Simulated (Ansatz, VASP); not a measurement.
**One calculation of Rh, two programs**

```
Rh
1.0
     2.57767   -2.57829    0.00000
     2.57767    2.57829    0.00000
     0.00000    0.00000    6.19649
Rh
5
Direct
  0.50000 0.00000 0.30319
  0.00000 0.50000 0.69681
  0.00000 0.50000 0.30319
  0.50000 0.00000 0.69681
  0.00000 0.00000 0.00000
```

Alike in both runs: functional PBE; k mesh 4 × 4 × 4; occupations gaussian, width 0.1 eV; no spin polarisation.

Ansatz relaxed the structure, and its values are those at the end. VASP's run is a single point on that final structure, the one shown.

```csv
,VASP,Ansatz
version,VASP 6.6.1,Ansatz 0.2.0
potentials or method,"VASP PAW PBE potentials, release 64 (Rh_pv), cutoff 520 eV","scalar-relativistic, plane waves, PAW"
valence electrons in the cell,75,85
```

Ansatz gave:

| Quantity | Value |
| --- | --- |
| gap on the k mesh at the Fermi level (eV) | none |
| pressure (GPa) | 0.2 |
| rms of the force components (eV/Å) | 0.006 |

**Question.** Estimate VASP's values.

**Answer.** gap on the k mesh at the Fermi level (eV): none; pressure (GPa): 0.2; rms of the force components (eV/Å): 0.015.

A gap of «none» marks a metal or a gap that the smearing closes. The functional is the same, so the differences come from potentials, cutoffs and numerics. VASP's potentials hold 75 valence electrons a cell and Ansatz's 85, so a difference there can come from the potentials and not from the codes.

The k mesh is coarse, so the values compare programs but aren't converged.
